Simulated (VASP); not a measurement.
BAs: relaxation of cell and atoms with BLYP

BAs:

```
CELL_PARAMETERS angstrom
0.00000 2.38850 2.38850
2.38850 0.00000 2.38850
2.38850 2.38850 0.00000
ATOMIC_POSITIONS crystal
As 0.75000 0.75000 0.75000
B 0.00000 0.00000 0.00000
```

```json
{
 "Program": "VASP 6.6.1",
 "Task": "relaxation of cell and atoms",
 "Functional": "BLYP",
 "Potentials or basis": "VASP PAW PBE potentials, release 64 (As, B)",
 "Cutoff": "600 eV",
 "k mesh": "10 × 10 × 10",
 "Occupations": "fermi-dirac, width 0.05 eV",
 "Spin": "no spin polarisation",
 "Dipole correction": "no",
 "Further INCAR settings": "ALGO = Normal; EDIFF = 1e-06; IBRION = 2; EDIFFG = -0.005; NSW = 80; ISIF = 3"
}
```

The relaxed volume is 14.54 Å³/atom, the relaxed cell is a = 3.452 Å, b = 3.452 Å, c = 3.452 Å, α = 60.00°, β = 60.00°, γ = 60.00° and the space group after relaxing (to 0.05 Å) is F-43m (No. 216). The energy gained by relaxing is 23.3 meV/atom and the ionic steps are 3. The pressure after relaxing is 0.0 GPa. The band gap on the k mesh is 1.45 eV, indirect (least direct gap 3.29 eV).

The path:
| step | energy change (eV) | largest force (eV/Å) | pressure (GPa) | volume (Å³) |
| --- | --- | --- | --- | --- |
| 1 | 0.0000 | 0.0000 | 8.68 | 27.25 |
| 2 | -0.0298 | 0.0000 | -4.32 | 30.27 |
| 3 | -0.0466 | 0.0000 | -0.01 | 29.07 |

Final structure:
```
CELL_PARAMETERS angstrom
0.00000 2.44059 2.44059
2.44059 0.00000 2.44059
2.44059 2.44059 0.00000
ATOMIC_POSITIONS crystal
As 0.75000 0.75000 0.75000
B 0.00000 0.00000 0.00000
```

Levels at points of the mesh, in eV from the valence-band top:
```
           k point  band 1  band 2  band 3  band 4  band 5  band 6  band 7  band 8
(0.00, 0.00, 0.00)  -14.74    0.00    0.00    0.00    3.29    3.29    3.29    3.86
(0.50, 0.00, 0.00)  -12.15   -8.19   -1.69   -1.69    2.41    4.83    4.83    8.93
(0.50, 0.50, 0.00)  -10.96   -8.07   -3.74   -3.74    1.73    1.74   10.69   10.69
```

Wall time 63 s on 1 thread of Intel(R) Xeon(R) Platinum 8488C (Sapphire Rapids) (shared host), peak memory 0.17 GiB.

Caveat: the PAW data sets were made with another functional, which shifts forces and pressure a little. A hybrid or GW would open this gap; BLYP tends to underestimate it.
